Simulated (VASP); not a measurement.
Here is a VASP 6.6.1 calculation.

The input INCAR:

```
ALGO = Normal
EDIFF = 1E-6
EDIFFG = -0.01
ENCUT = 600
GGA = PE
IBRION = 2
ISIF = 3
ISMEAR = 0
LASPH = True
LCHARG = False
LREAL = False
LWAVE = False
NELM = 100
NSW = 100
PREC = Accurate
SIGMA = 0.1
```

KPOINTS

```
k-points
0
Gamma
  10 10 14
```

File POSCAR:

```
MgGeSe2
1.0
    5.2930333804      0.0000000000      0.0000000000
    0.0000000000      5.2930333804      0.0000000000
    0.0000000000      0.0000000000      3.1090568283
Mg Ge Se
1 1 2
Direct
    0.5000000000      0.5000000000      0.5000000000
    0.0000000000      0.0000000000      0.0000000000
    0.5000000000      0.0000000000      0.0000000000
    0.0000000000      0.5000000000      0.0000000000
```

Potentials or basis: VASP PAW PBE potentials, release 64 (Mg, Ge_d, Se).

Launch:

```bash
$ cat potpaw_PBE.64/Mg/POTCAR potpaw_PBE.64/Ge_d/POTCAR potpaw_PBE.64/Se/POTCAR > POTCAR
$ mpirun -np 1 vasp_std > vasp.out
```

Q: Estimate the relaxed volume.

A: 21.86 Å³/atom.

Q: Predict the relaxed cell.

A: a = 5.298 Å, b = 5.298 Å, c = 3.115 Å, α = 90.00°, β = 90.00°, γ = 90.00°.

Final structure:
```
Mg Ge Se
1.0
     5.29817    0.00000    0.00000
     0.00000    5.29817    0.00000
     0.00000    0.00000    3.11536
Mg Ge Se
1 1 2
Direct
  0.50000 0.50000 0.50000
  0.00000 0.00000 0.00000
  0.50000 0.00000 0.00000
  0.00000 0.50000 0.00000
```
